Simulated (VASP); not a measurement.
## Mo: single point with PBE

Crystal: Mo.

```
Mo
1.0
    -1.60923    1.60923    1.52224
     1.60923   -1.60923    1.52224
     1.60923    1.60923   -1.52224
Mo
1
Direct
  0.00000 0.00000 0.00000
```

This cell differs from its parent crystal: strain +e along x and -e along y +0.0000, strain +e along z and -e/2 along x and y -0.0367.

```yaml
Program: VASP 6.6.1
Task: single point
Functional: PBE
Potentials_or_basis: VASP PAW PBE potentials, release 64 (Mo_sv)
Cutoff: 520 eV
k_mesh: 20 × 20 × 20
Occupations: gaussian, width 0.15 eV
Spin: no spin polarisation
```

```yaml
Pressure: 1.3 GPa
Band_gap_on_the_k_mesh: zero (band 7 reaches 16.33 eV, above the bottom of band 8 at 11.17 eV)
```

Stress tensor (GPa, compression positive):
```
-4.52  0.00  0.00
 0.00 -4.52  0.00
 0.00  0.00 13.01
```

Levels at points of the mesh, in eV from the Fermi level:
| k point | band 3 | band 4 | band 5 | band 6 | band 7 | band 8 | band 9 | band 10 | band 11 | band 12 |
| --- | --- | --- | --- | --- | --- | --- | --- | --- | --- | --- |
| (0.00, 0.00, 0.00) | -34.58 | -34.55 | -7.21 | -1.76 | -1.11 | -1.11 | 1.19 | 2.03 | 14.49 | 14.49 |
| (0.50, 0.00, 0.00) | -35.03 | -34.61 | -5.30 | -3.57 | 1.70 | 1.75 | 2.66 | 4.69 | 11.70 | 11.88 |
| (0.50, 0.50, 0.00) | -34.94 | -34.55 | -5.22 | -2.89 | 1.11 | 1.30 | 2.03 | 4.59 | 11.16 | 12.11 |
| (0.50, 0.50, 0.50) | -35.56 | -35.39 | -5.44 | -5.30 | 3.87 | 3.87 | 4.06 | 8.51 | 8.51 | 9.98 |

It took 110 s on 1 thread of AMD EPYC 7R43 64-Core Processor (Zen 3), with other jobs on the host, peak memory 0.18 GiB.

Caveat: the cell differs from its parent crystal (strain +e along x and -e along y +0.0000, strain +e along z and -e/2 along x and y -0.0367).
